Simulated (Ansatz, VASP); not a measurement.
**Two plane-wave programs on TePb**

```
CELL_PARAMETERS angstrom
0.00000 3.22157 3.22157
3.22157 0.00000 3.22157
3.22157 3.22157 0.00000
ATOMIC_POSITIONS crystal
Te 0.50000 0.50000 0.50000
Pb 0.00000 0.00000 0.00000
```

Alike in both runs: functional PBEsol; k mesh 8 × 8 × 8; occupations gaussian, width 0.02 eV; no spin polarisation.

Ansatz relaxed the structure, and its values are those at the end. VASP's run is a single point on that final structure, the one shown.

|  | VASP | Ansatz |
| --- | --- | --- |
| version | VASP 6.6.1 | Ansatz 0.2.0 |
| potentials or method | VASP PAW PBE potentials, release 64 (Te, Pb_d), cutoff 500 eV | scalar-relativistic, plane waves, PAW |
| valence electrons in the cell | 20 | 30 |

|  | VASP | Ansatz | Ansatz less VASP |
| --- | --- | --- | --- |
| gap on the k mesh at the Fermi level (eV) | 0.65 | 0.65 | -0.004 |
| least direct gap on the mesh (eV) | 0.65 | 0.65 | -0.004 |
| pressure (GPa) | 0.0 | 0.0 | +0.03 |

VASP's potentials were made for PBE, not for PBEsol. VASP's potentials hold 20 valence electrons a cell and Ansatz's 30, so a difference there can come from the potentials and not from the codes.

Spin-orbit coupling is off throughout.
